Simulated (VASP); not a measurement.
# AgCl (Cmcm) in VASP: notebook, part 2 of 2

VASP 6.6.1.

### Step 3. Electric field gradients, PBE (19.17 Å³/atom)

INCAR

```
SYSTEM = AgCl
  PREC = Accurate
  ENCUT = 520
  EDIFF = 1E-8
  ISMEAR = -1
  SIGMA = 0.03
  LREAL = .False.
  LASPH = .True.
  NELM = 100
  ALGO = Normal
  ISIF = 2
  LWAVE = .False.
  LCHARG = .False.
  GGA = PE
  LEFG = .True.
  NBANDS = 26
```

KPOINTS

```
regular mesh
0
Gamma
  9 9 8
  0 0 0
```

POSCAR

```
AgCl
1.0
    1.8327171557     -5.4431635047      0.0000000000
    1.8327171557      5.4431635047      0.0000000000
    0.0000000000      0.0000000000      3.8439324781
Ag Cl
2 2
Direct
    0.3965554000      0.6034446000      0.7500000000
    0.6034446000      0.3965554000      0.2500000000
    0.8654487300      0.1345512700      0.2500000000
    0.1345512700      0.8654487300      0.7500000000
```

Potentials or basis: VASP PAW PBE potentials, release 64 (Ag, Cl).

The run is started by

```bash
$ cat potpaw_PBE.64/Ag/POTCAR potpaw_PBE.64/Cl/POTCAR > POTCAR
$ mpirun -np 1 vasp_std > vasp.out
```

OUTCAR:

```text
SYSTEM = AgCl
   PREC = Accurate
   ENCUT = 520
   EDIFF = 1E-8
   ISMEAR = -1
   LREAL = .False.
   LASPH = .True.
   NELM = 100
   ISIF = 2
   GGA = PE

 ion  position               nearest neighbor table
   1  0.397  0.603  0.750-   3 2.68   3 2.68   3 2.68   3 2.68   4 2.85   2 2.96   2 2.96
   2  0.603  0.397  0.250-   4 2.68   4 2.68   4 2.68   4 2.68   3 2.85   1 2.96   1 2.96
   3  0.865  0.135  0.250-   1 2.68   1 2.68   1 2.68   1 2.68   2 2.85
   4  0.135  0.865  0.750-   2 2.68   2 2.68   2 2.68   2 2.68   1 2.85

  LATTYP: Found a base centered orthorhombic cell.
 ALAT       =     3.6654343114
 B/A-ratio  =     2.9699964819
 C/A-ratio  =     1.0486976853

  Lattice vectors:

 A1 = (   1.8327171557,  -5.4431635047,   0.0000000000)
 A2 = (   1.8327171557,   5.4431635047,   0.0000000000)
 A3 = (   0.0000000000,   0.0000000000,   3.8439324781)

Analysis of symmetry for initial positions (statically):
=====================================================================
 Subroutine PRICEL returns:
 Original cell was already a primitive cell.

 Routine SETGRP: Setting up the symmetry group for a
 base centered orthorhombic supercell.

 Subroutine GETGRP returns: Found  8 space group operations
 (whereof  4 operations were pure point group operations)
 out of a pool of  8 trial point group operations.

The static configuration has the point symmetry C_2h.
 The point group associated with its full space group is D_2h.

Analysis of symmetry for dynamics (positions and initial velocities):
=====================================================================
 Subroutine PRICEL returns:
 Original cell was already a primitive cell.

 Routine SETGRP: Setting up the symmetry group for a
 base centered orthorhombic supercell.

 Subroutine GETGRP returns: Found  8 space group operations
 (whereof  4 operations were pure point group operations)
 out of a pool of  8 trial point group operations.

The dynamic configuration has the point symmetry C_2h.
 The point group associated with its full space group is D_2h.

 Subroutine INISYM returns: Found  8 space group operations
 (whereof  4 operations are pure point group operations),
 and found     1 'primitive' translations

----------------------------------------------------------------------------------------

                                     Primitive cell

  volume of cell :      76.6924

  direct lattice vectors                    reciprocal lattice vectors
     1.832717156 -5.443163505  0.000000000     0.272818966 -0.091858347  0.000000000
     1.832717156  5.443163505  0.000000000     0.272818966  0.091858347  0.000000000
     0.000000000  0.000000000  3.843932478     0.000000000  0.000000000  0.260150251

  length of vectors
     5.743420680  5.743420680  3.843932478     0.287868276  0.287868276  0.260150251

  position of ions in fractional coordinates (direct lattice)
     0.396555400  0.603444600  0.750000000
     0.603444600  0.396555400  0.250000000
     0.865448730  0.134551270  0.250000000
     0.134551270  0.865448730  0.750000000

[... 93 lines left out ...]
   ISMEAR =    -1;   SIGMA  =   0.03  broadening in eV -4-tet -1-fermi 0-gaus
   EFERMI_NEDOS =   21; number of points for ismear=-14 and -15
   IALGO  =     38    algorithm
   IMIX   =      4    mixing-type and parameters
     AMIX     =   0.40;   BMIX     =  1.00
     AMIX_MAG =   1.60;   BMIX_MAG =  1.00
  volume/ion in A,a.u.               =      19.17       129.39
  Fermi-wavevector in a.u.,A,eV,Ry     =   1.272306  2.404309 22.024591  1.618762
  Thomas-Fermi vector in A             =   2.405191
   LORBIT       =      0    0 simple, 1 ext, 2 COOP (PROOUT), +10 PAW based schemes
   GGA     = PE    functional components
   LHFCALC =     F    Hartree Fock is set to
   AEXX    =    0.0000 exact exchange contribution
   IVDW    =     0    specifies the selected vdW correction
   LEPSILON=     F    determine dielectric tensor
   LRPA    =     F    only Hartree local field effects (RPA)
 non-spin polarized calculation
  energy-cutoff  :      520.00
  volume of cell :       76.69
 maximum number of plane-waves:      2082
 NGX is ok and might be reduce to    48
   NGX = 21   NGY = 21   NGZ = 15

 number of electron      35.9999999 magnetization

 Free energy of the ion-electron system (eV)
  ---------------------------------------------------
  ext. energy  EPLUGINS =         0.00000000
  ---------------------------------------------------
  free energy    TOTEN  =       -10.54019372 eV

  energy without entropy =      -10.54019210  energy(sigma->0) =      -10.54019291

 E-fermi :   5.3621     XC(G=0): -10.5844

 val. band max:        5.0808371526   @ k =   0.2222   0.2222   0.0000
 cond. band min:       5.5720937330   @ k =   0.0000   0.0000   0.0000
 fundamental gap:      0.4912565804
 Fermi energy:         5.3621409648

 k-point     1 :       0.0000    0.0000    0.0000
  band No.  band energies     occupation
      1     -10.5214      2.00000
      2      -9.8103      2.00000
      3       0.0741      2.00000
      4       1.2839      2.00000
      5       1.5103      2.00000
      6       1.6474      2.00000
[... 685 lines left out ...]
     25      15.6063      0.00000
     26      16.6164      0.00000

 [... further k-points ...]

------------------------ aborting loop because EDIFF is reached ----------------------------------------

  FORCE on cell =-STRESS in cart. coord.  units (eV):
  Direction    XX          YY          ZZ          XY          YZ          ZX
  --------------------------------------------------------------------------------------
  -------------------------------------------------------------------------------------
  Total        2.8121166      2.2855138      2.8689976      0.0000000      0.0000000      0.0000000
  in kB       58.7477629     47.7465357     59.9360604      0.0000000      0.0000000      0.0000000
  external PRESSURE =      55.4767863 kB  Pullay stress =       0.0000000 kB

 VOLUME and BASIS-vectors are now :
 -----------------------------------------------------------------------------
  energy-cutoff  :      520.00
  volume of cell :       76.69
      direct lattice vectors                 reciprocal lattice vectors
     1.832717156 -5.443163505  0.000000000     0.272818966 -0.091858347  0.000000000
     1.832717156  5.443163505  0.000000000     0.272818966  0.091858347  0.000000000
     0.000000000  0.000000000  3.843932478     0.000000000  0.000000000  0.260150251

 POSITION                                       TOTAL-FORCE (eV/Angst)
 -----------------------------------------------------------------------------------
      1.83272      1.12613      2.88295         0.000000     -0.017548     -0.000000
      1.83272     -1.12613      0.96098         0.000000      0.017548      0.000000
      1.83272     -3.97839      0.96098         0.000000      0.057435      0.000000
      1.83272      3.97839      2.88295         0.000000     -0.057435      0.000000
 -----------------------------------------------------------------------------------
    total drift:                                0.000000     -0.000000      0.000000

  FREE ENERGIE OF THE ION-ELECTRON SYSTEM (eV)
  ---------------------------------------------------
  free  energy   TOTEN  =       -10.5401937213 eV

  energy  without entropy=      -10.5401920967  energy(sigma->0) =      -10.54019291

 Electric field gradients (V/A^2)
---------------------------------------------------------------------
 ion       V_xx      V_yy      V_zz      V_xy      V_xz      V_yz
---------------------------------------------------------------------
   1     -24.325    56.342   -32.017     0.000     0.000    -0.000
   2     -24.325    56.342   -32.017    -0.000     0.000     0.000
   3      34.539   -54.187    19.649     0.000    -0.000    -0.000
   4      34.539   -54.187    19.649     0.000     0.000    -0.000
---------------------------------------------------------------------

 Electric field gradients after diagonalization (V/A^2)
 (convention: |V_zz| > |V_xx| > |V_yy|)
----------------------------------------------------------------------
 ion       V_xx      V_yy      V_zz     asymmetry (V_yy - V_xx)/ V_zz
----------------------------------------------------------------------
   1     -32.017   -24.325    56.342       0.137
   2     -32.017   -24.325    56.342       0.137
   3      34.539    19.649   -54.187       0.275
   4      34.539    19.649   -54.187       0.275
----------------------------------------------------------------------

           NMR quadrupolar parameters

 Cq : quadrupolar parameter    Cq=e*Q*V_zz/h
 eta: asymmetry parameters     (V_yy - V_xx)/ V_zz
 Q  : nuclear electric quadrupole moment in mb (millibarn)
----------------------------------------------------------------------
 ion       Cq(MHz)       eta       Q (mb)
----------------------------------------------------------------------
   1       0.136       0.137       1.000
   2       0.136       0.137       1.000
   3      -0.131       0.275       1.000
   4      -0.131       0.275       1.000
----------------------------------------------------------------------
```

stdout:

```text
POSCAR found type information on POSCAR AgCl
 POSCAR found :  2 types and       4 ions
 scaLAPACK will be used
 LDA part: xc-table for (Slater+PW92), standard interpolation
 POSCAR, INCAR and KPOINTS ok, starting setup
 FFT: planning ... GRIDC
 FFT: planning ... GRID_SOFT
 FFT: planning ... GRID
 WAVECAR not read
 entering main loop
ion   1

ion   2

ion   3

ion   4
```

Run time: 6.2 min. Hardware: 1 thread of Intel Xeon 8259CL, shared host; peak memory 0.38 GiB.

Results:

| Item | Value |
| --- | --- |
| Free energy | -10.5402 eV |
| Pressure | 5.5 GPa |
| Largest force | 0.057 eV/Å |
| Band gap on the k mesh | 0.49 eV (least direct gap 2.10 eV) |
| Largest electric field gradient by atom | Ag +56.3; Cl -54.2 V/Å² |

Forces in eV/Å, atoms in the order of the input:
```
Ag   0.000 -0.018  0.000
Ag   0.000  0.018  0.000
Cl   0.000  0.057  0.000
Cl   0.000 -0.057  0.000
```

Electric field gradients, principal values (V/Å²):
```
atom    least   middle  greatest (by size)
1 Ag  -24.325  -32.017              56.342
2 Ag  -24.325  -32.017              56.342
3 Cl   19.649   34.539             -54.187
4 Cl   19.649   34.539             -54.187
```

Caveat: the cell stands under pressure; semilocal functionals underestimate gaps, and a narrow one can read as zero; without QUAD_EFG the Cq values of the log hold for a quadrupole moment of 1 mb, not for the nuclei. A k mesh can miss the band edges.

### Step 4. Electric field gradients, PBE (19.99 Å³/atom)

This run uses another cell than the first one, of 19.99 Å³/atom.

INCAR

```
PREC     = Accurate       # precision mode
ENCUT    = 520            # plane-wave cutoff, eV
EDIFF    = 1E-8           # SCF threshold, eV
ISMEAR   = -1             # smearing method
SIGMA    = 0.03           # smearing width, eV
LREAL    = F              # projectors in reciprocal space
LASPH    = T              # aspherical terms in the spheres
NELM     = 100            # most SCF steps
ALGO     = Normal         # electronic algorithm
ISIF     = 2              # what is computed and relaxed
LWAVE    = F              # write WAVECAR
LCHARG   = F              # write CHGCAR
GGA      = PE             # functional
LEFG     = T            
NBANDS   = 26             # bands
```

KPOINTS

```
regular mesh
0
Gamma
  9 9 8
```

POSCAR

```
AgCl
1.0
    1.8583528837     -5.5193015266      0.0000000000
    1.8583528837      5.5193015266      0.0000000000
    0.0000000000      0.0000000000      3.8977007353
Ag Cl
2 2
Direct
    0.3965554000      0.6034446000      0.7500000000
    0.6034446000      0.3965554000      0.2500000000
    0.8654487300      0.1345512700      0.2500000000
    0.1345512700      0.8654487300      0.7500000000
```

Potentials or basis: VASP PAW PBE potentials, release 64 (Ag, Cl).

The run is started by

```bash
$ cat potpaw_PBE.64/Ag/POTCAR potpaw_PBE.64/Cl/POTCAR > POTCAR
$ mpirun -np 1 vasp_std > vasp.out
```

OUTCAR:

```text
PREC = Accurate
   ENCUT = 520
   EDIFF = 1E-8
   ISMEAR = -1
   LREAL = F
   LASPH = T
   NELM = 100
   ISIF = 2
   GGA = PE

 ion  position               nearest neighbor table
   1  0.397  0.603  0.750-   3 2.71   3 2.71   3 2.71   3 2.71   4 2.89   2 3.00   2 3.00
   2  0.603  0.397  0.250-   4 2.71   4 2.71   4 2.71   4 2.71   3 2.89   1 3.00   1 3.00
   3  0.865  0.135  0.250-   1 2.71   1 2.71   1 2.71   1 2.71   2 2.89
   4  0.135  0.865  0.750-   2 2.71   2 2.71   2 2.71   2 2.71   1 2.89

  LATTYP: Found a base centered orthorhombic cell.
 ALAT       =     3.7167057674
 B/A-ratio  =     2.9699964818
 C/A-ratio  =     1.0486976853
[... 928 lines left out ...]
 ion       V_xx      V_yy      V_zz      V_xy      V_xz      V_yz
---------------------------------------------------------------------
   1     -23.293    52.842   -29.549     0.000     0.000    -0.000
   2     -23.293    52.842   -29.549     0.000     0.000     0.000
   3      34.478   -54.130    19.652     0.000    -0.000    -0.000
   4      34.478   -54.130    19.652     0.000    -0.000    -0.000
---------------------------------------------------------------------

 Electric field gradients after diagonalization (V/A^2)
 (convention: |V_zz| > |V_xx| > |V_yy|)
----------------------------------------------------------------------
 ion       V_xx      V_yy      V_zz     asymmetry (V_yy - V_xx)/ V_zz
----------------------------------------------------------------------
   1     -29.549   -23.293    52.842       0.118
   2     -29.549   -23.293    52.842       0.118
   3      34.478    19.652   -54.130       0.274
   4      34.478    19.652   -54.130       0.274
----------------------------------------------------------------------

           NMR quadrupolar parameters

 Cq : quadrupolar parameter    Cq=e*Q*V_zz/h
 eta: asymmetry parameters     (V_yy - V_xx)/ V_zz
 Q  : nuclear electric quadrupole moment in mb (millibarn)
----------------------------------------------------------------------
 ion       Cq(MHz)       eta       Q (mb)
----------------------------------------------------------------------
   1       0.128       0.118       1.000
   2       0.128       0.118       1.000
   3      -0.131       0.274       1.000
   4      -0.131       0.274       1.000
----------------------------------------------------------------------
```

It took 6.4 min on 1 thread of Intel Xeon 8259CL, shared host; peak memory 0.39 GiB.

What came out:

| Item | Value |
| --- | --- |
| Free energy | -10.6249 eV |
| Pressure | 2.7 GPa |
| Largest force | 0.020 eV/Å |
| Band gap on the k mesh | 0.49 eV (least direct gap 2.00 eV) |
| Largest electric field gradient by atom | Ag +52.8; Cl -54.1 V/Å² |

Forces in eV/Å, atoms in the order of the input:
```
Ag   0.000  0.003  0.000
Ag   0.000 -0.003  0.000
Cl   0.000  0.020  0.000
Cl   0.000 -0.020  0.000
```

Levels at points of the mesh, in eV from the valence-band top:
| k point | band 14 | band 15 | band 16 | band 17 | band 18 | band 19 | band 20 | band 21 | band 22 | band 23 |
| --- | --- | --- | --- | --- | --- | --- | --- | --- | --- | --- |
| (0.00, 0.00, 0.00) | -2.33 | -2.26 | -1.84 | -1.69 | -1.51 | 0.49 | 3.14 | 7.80 | 8.40 | 10.04 |
| (0.00, 0.00, 0.50) | -2.36 | -1.31 | -1.31 | -0.09 | -0.09 | 4.42 | 4.42 | 6.79 | 6.79 | 8.24 |

Electric field gradients, principal values (V/Å²):
```csv
atom,least,middle,greatest (by size)
1 Ag,-23.293,-29.549,52.842
2 Ag,-23.293,-29.549,52.842
3 Cl,19.652,34.478,-54.130
4 Cl,19.652,34.478,-54.130
```

Caveat: semilocal functionals underestimate gaps, and a narrow one can read as zero; without QUAD_EFG the Cq values of the log hold for a quadrupole moment of 1 mb, not for the nuclei. A k mesh can miss the band edges.
